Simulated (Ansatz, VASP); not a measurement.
# CaO in VASP and in Ansatz

```
CELL_PARAMETERS angstrom
0.00000 2.25308 2.25308
2.25308 0.00000 2.25308
2.25308 2.25308 0.00000
ATOMIC_POSITIONS crystal
Ca 0.00000 0.00000 0.00000
O 0.50000 0.50000 0.50000
```

Change from the starting cell: strain -0.080 along x and y, -0.080 along z, atoms carried along.

Alike in both runs: task single point; functional r2SCAN; k mesh 8 × 8 × 8; occupations gaussian, width 0.05 eV; no spin polarisation.

```csv
,VASP,Ansatz
version,VASP 6.6.1,Ansatz 0.2.0
potentials or method,"VASP PAW PBE potentials, release 64 (Ca_sv, O_h), cutoff 910 eV","scalar-relativistic, plane waves, PAW"
valence electrons in the cell,16,16
```

Ansatz gave:

```
gap on the k mesh at the Fermi level (eV) : 4.06
least direct gap on the mesh (eV)         : 4.35
```

**Question.** What did VASP give for the same quantities?

**Answer.** gap on the k mesh at the Fermi level (eV): 4.04; least direct gap on the mesh (eV): 4.32.

VASP's potentials were made for PBE, not for r2SCAN. The functional is the same, so the differences come from potentials, cutoffs and numerics.

Noted on VASP's run: the cutoff is short for stress, so the pressure is rough.
